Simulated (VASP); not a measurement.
Here is a VASP 6.6.1 calculation.

The input INCAR:

```
PREC     = Accurate       # precision mode
ENCUT    = 520            # plane-wave cutoff, eV
EDIFF    = 1E-7           # SCF threshold, eV
ISMEAR   = 0              # smearing method
SIGMA    = 0.01           # smearing width, eV
LREAL    = F              # projectors in reciprocal space
LASPH    = T              # aspherical terms in the spheres
NELM     = 80             # most SCF steps
ALGO     = Normal         # electronic algorithm
ISIF     = 2              # what is computed and relaxed
LWAVE    = F              # write WAVECAR
LCHARG   = F              # write CHGCAR
GGA      = CA             # functional
NBANDS   = 45             # bands
```

The input KPOINTS:

```
regular mesh
0
Gamma
  3 3 7
```

File POSCAR:

```
Si3N4
1.0
    7.5734907943      0.0000000000      0.0000000000
   -3.7867453971      6.5588354232      0.0000000000
    0.0000000000      0.0000000000      2.8914625971
Si N
6 8
Direct
    0.7674686895      0.1738370279      0.2500000000
    0.5936316616      0.7674686895      0.7500000000
    0.8261629721      0.5936316616      0.2500000000
    0.2325313105      0.8261629721      0.7500000000
    0.4063683384      0.2325313105      0.2500000000
    0.1738370279      0.4063683384      0.7500000000
    0.0295198157      0.3301340431      0.2500000000
    0.6993857726      0.0295198157      0.7500000000
    0.6698659569      0.6993857726      0.2500000000
    0.9704801843      0.6698659569      0.7500000000
    0.3006142274      0.9704801843      0.2500000000
    0.3301340431      0.3006142274      0.7500000000
    0.6666666667      0.3333333333      0.2500000000
    0.3333333333      0.6666666667      0.7500000000
```

Potentials or basis: VASP PAW LDA potentials, release 64 (Si, N).

Command:

```bash
$ cat potpaw_LDA.64/Si/POTCAR potpaw_LDA.64/N/POTCAR > POTCAR
$ mpirun -np 1 vasp_std > vasp.out
```

Task: Predict the pressure.

Result: 0.4 GPa.

Task: Predict the largest force.

Result: 0.006 eV/Å.

Task: What does it give for the band gap on the k mesh?

Result: 4.21 eV, indirect (least direct gap 4.41 eV).

Forces on the atoms (eV/Å):
```
Si   0.000 -0.001  0.000
Si   0.001  0.000  0.000
Si   0.001  0.001  0.000
Si   0.000  0.001  0.000
Si  -0.001  0.000  0.000
Si  -0.001 -0.001  0.000
N   -0.005 -0.003  0.000
N    0.000 -0.006  0.000
N    0.005 -0.003  0.000
N    0.005  0.003  0.000
N    0.000  0.006  0.000
N   -0.005  0.003  0.000
N    0.000  0.000  0.000
N    0.000  0.000  0.000
```

A k mesh can miss the band edges. As with any semilocal functional, this LDA gap is likely too small.
